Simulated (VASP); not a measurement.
Write the native input for VASP 6.6.1 that does the following.

| Quantity | Value |
| --- | --- |
| Task | single point |
| Functional | PBEsol |
| Potentials or basis | VASP PAW PBE potentials, release 64 (Ti_sv, Au) |
| Cutoff | 520 eV |
| k mesh | 11 × 11 × 6 |
| Occupations | fermi-dirac, width 0.05 eV |
| Spin | no spin polarisation |
| Dipole correction | no |
| Further INCAR settings | ALGO = Normal; EDIFF = 1e-07; NBANDS = 18 |

The structure of TiAu lies in POSCAR:

```
TiAu
1.0
    3.0062545632      0.0000000000      0.0000000000
   -1.5031272816      2.6034927376      0.0000000000
    0.0000000000      0.0000000000      4.5841779385
Ti Au
1 1
Direct
    0.0000000000      0.0000000000      0.0000000000
    0.3333333333      0.6666666667      0.5000000000
```

The input as run:

INCAR

```
SYSTEM = TiAu
ALGO = Normal ; EDIFF = 1E-7
ENCUT = 520 ; GGA = PS
ISIF = 2 ; ISMEAR = -1
LASPH = .TRUE. ; LCHARG = .FALSE.
LREAL = .FALSE. ; LWAVE = .FALSE.
NBANDS = 18 ; NELM = 60
PREC = Accurate ; SIGMA = 0.05
```

KPOINTS

```
k-points
0
G
  11 11 6
  0 0 0
```

Potentials or basis: VASP PAW PBE potentials, release 64 (Ti_sv, Au).

Command:

```console
$ cat potpaw_PBE.64/Ti_sv/POTCAR potpaw_PBE.64/Au/POTCAR > POTCAR
$ mpirun -np 1 vasp_std > vasp.out
```

Results of the run:

The pressure is -9.4 GPa.

Caveat: the PAW data sets were made with another functional, which shifts forces and pressure a little.

It took 30 s on 1 thread of Intel(R) Xeon(R) Platinum 8259CL CPU @ 2.50GHz (Skylake/Cascade Lake), on a shared host, peak memory 0.18 GiB.
